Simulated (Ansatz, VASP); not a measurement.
## Mg2Si: VASP beside Ansatz

File INCAR:

```
SYSTEM = Mg2Si
  PREC = Accurate
  ENCUT = 520
  EDIFF = 1E-7
  ISMEAR = 0
  SIGMA = 0.05
  LREAL = .False.
  LASPH = .True.
  NELM = 120
  ALGO = Normal
  ISIF = 2
  LWAVE = .False.
  LCHARG = .False.
  LDIPOL = .True.
  IDIPOL = 3
  DIPOL = 0.5 0.5 0.500
  GGA = PS
  IBRION = 2
  NSW = 80
  EDIFFG = -0.02
  GGA_COMPAT = .False.
  NELMIN = 4
  NELMDL = -8
```

KPOINTS

```
Automatic mesh
0
Gamma
  9 9 1
  0 0 0
```

File POSCAR:

```
Mg2Si
1.0
    4.4736921765      0.0000000000      0.0000000000
   -2.2368460883      3.8743310736      0.0000000000
    0.0000000000      0.0000000000     24.1318859156
Mg Si
6 3
Direct
    0.0000000000      0.0000000000      0.3107921207
    0.3333333333      0.6666666667      0.3864752724
    0.6666666667      0.3333333333      0.4621584241
    0.0000000000      0.0000000000      0.5378415759
    0.3333333333      0.6666666667      0.6135247276
    0.6666666667      0.3333333333      0.6892078793
    0.6666666667      0.3333333333      0.3486336966
    0.3333333333      0.6666666667      0.5000000000
    0.0000000000      0.0000000000      0.6513663034
```

Input for Ansatz:

```yaml
crystal:
  lattice:
    - [4.4736921765, 0.0, 0.0]
    - [-2.2368460883, 3.8743310736, 0.0]
    - [0.0, 0.0, 24.1318859156]
  atoms:
    - { symbol: Mg, position: [0.0, 0.0, 0.3107921207] }
    - { symbol: Si, position: [0.6666666667, 0.3333333333, 0.3486336966] }
    - { symbol: Mg, position: [0.3333333333, 0.6666666667, 0.3864752724] }
    - { symbol: Mg, position: [0.6666666667, 0.3333333333, 0.4621584241] }
    - { symbol: Si, position: [0.3333333333, 0.6666666667, 0.5] }
    - { symbol: Mg, position: [0.0, 0.0, 0.5378415759] }
    - { symbol: Mg, position: [0.3333333333, 0.6666666667, 0.6135247276] }
    - { symbol: Si, position: [0.0, 0.0, 0.6513663034] }
    - { symbol: Mg, position: [0.6666666667, 0.3333333333, 0.6892078793] }
basis:
  ecutwfc: 420
kpoints:
  mp_grid: { grid: [9, 9, 1] }
hamiltonian:
  xc: pbesol
scf:
  occupations: { method: gaussian, width: 0.05 }
output:
  forces: true
  eigenvalues: true
relax:
  adjacent_minimum: "off"
  f_tol: 0.02
  max_steps: 60
efield:
  axis: 3
  dipole_correction: true
```

Alike in both runs: task relaxation of the atoms; functional PBEsol; k mesh 9 × 9 × 1; occupations gaussian, width 0.05 eV; no spin polarisation.

|  | VASP | Ansatz |
| --- | --- | --- |
| version | VASP 6.6.1 | Ansatz 0.2.0 |
| potentials or method | VASP PAW PBE potentials, release 64 (Mg, Si), cutoff 520 eV | scalar-relativistic, plane waves, PAW |
| valence electrons in the cell | 24 | 72 |

|  | VASP | Ansatz | Ansatz less VASP |
| --- | --- | --- | --- |
| gap on the k mesh at the Fermi level, each at its own relaxed structure (eV) | 0.53 | 0.53 | 0.000 |

VASP's potentials were made for PBE, not for PBEsol. VASP's potentials hold 24 valence electrons a cell and Ansatz's 72, so a difference there can come from the potentials and not from the codes.
